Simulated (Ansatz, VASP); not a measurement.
Two plane-wave programs on PW

```
W P
1.0
     0.00000    2.34878    2.34878
     2.34878    0.00000    2.34878
     2.34878    2.34878    0.00000
W P
1 1
Direct
  0.00000 0.00000 0.00000
  0.25000 0.25000 0.25000
```

Change from the starting cell: volume scaled by 0.68, PAW files.

Alike in both runs: task single point; functional LDA; k mesh 12 × 12 × 12; occupations fermi-dirac, width 0.1 eV; no spin polarisation.

```csv
,VASP,Ansatz
version,VASP 6.6.1,Ansatz 0.2.0
potentials or method,"VASP PAW LDA potentials, release 64 (W_sv, P)","PAW with Ansatz's default frozen-core files, scalar-relativistic"
plane-wave cutoff (eV),520,420
valence electrons in the cell,19,19
```

|  | VASP | Ansatz | Ansatz less VASP |
| --- | --- | --- | --- |
| pressure (GPa) | 131.8 | 130.8 | -1.03 |

LDA's correlation is that of Perdew and Zunger in VASP and of Perdew and Wang (1992) in Ansatz. Both programs put the cell under a high pressure, so it lies far from rest at this level.

Neither program's run includes spin-orbit coupling. Noted on VASP's run: the cell as given lies far from equilibrium.
